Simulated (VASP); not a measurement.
## Hf: single point with PBE

Hf:

```
CELL_PARAMETERS angstrom
3.19670 0.00000 0.00000
-1.59835 2.76842 0.00000
0.00000 0.00000 5.05780
ATOMIC_POSITIONS crystal
Hf 0.33333 0.66667 0.25000
Hf 0.66667 0.33333 0.75000
```

```
Program             : VASP 6.6.1
Task                : single point
Functional          : PBE
Potentials or basis : VASP PAW PBE potentials, release 64 (Hf_pv)
Cutoff              : 520 eV
k mesh              : 13 × 13 × 7
Occupations         : fermi-dirac, width 0.05 eV
Spin                : non-collinear spin, zero start, spin-orbit coupling
Starting moments    : [[0.0, 0.0, 0.0], [0.0, 0.0, 0.0]] μB
```

```yaml
Pressure: 0.0 GPa
Net_moment: 0.00 μB per cell
Valence_electrons_inside_the_program's_atomic_spheres: Hf 8.38
```

Stress tensor (GPa, compression positive):
```
 0.07  0.00  0.00
 0.00  0.07  0.00
 0.00  0.00 -0.08
```

Moments on the atoms (μB; x, y, z):
```
Hf  0.00 0.00 0.00
Hf  0.00 0.00 0.00
```

It took 3.7 min on 1 thread of Intel Xeon 8259CL, with other jobs on the host, peak memory 0.35 GiB.
